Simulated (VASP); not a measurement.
LiH:

```
Li H
1.0
     0.00000    1.99847    1.99847
     1.99847    0.00000    1.99847
     1.99847    1.99847    0.00000
Li H
1 1
Direct
  0.00000 0.00000 0.00000
  0.50000 0.50000 0.50000
```

Base run:

```yaml
Program: VASP 6.6.1
Functional: PBE
Potentials_or_basis: VASP PAW PBE potentials, release 64 (Li_sv, H)
Cutoff: 520 eV
k_mesh: 8 × 8 × 8
Occupations: gaussian, width 0.01 eV
Spin: no spin polarisation
```

Its results: band gap on the k mesh 2.97 eV.

Question: The run is repeated on the same cell with these changes: k mesh from 8 × 8 × 8 to 5 × 5 × 5. What comes out?

Answer: Band gap on the k mesh 4.00 eV.

Caveats: some runs use coarse meshes; an odd mesh through Γ misses points on the zone boundary, where band edges can lie (at least some runs).
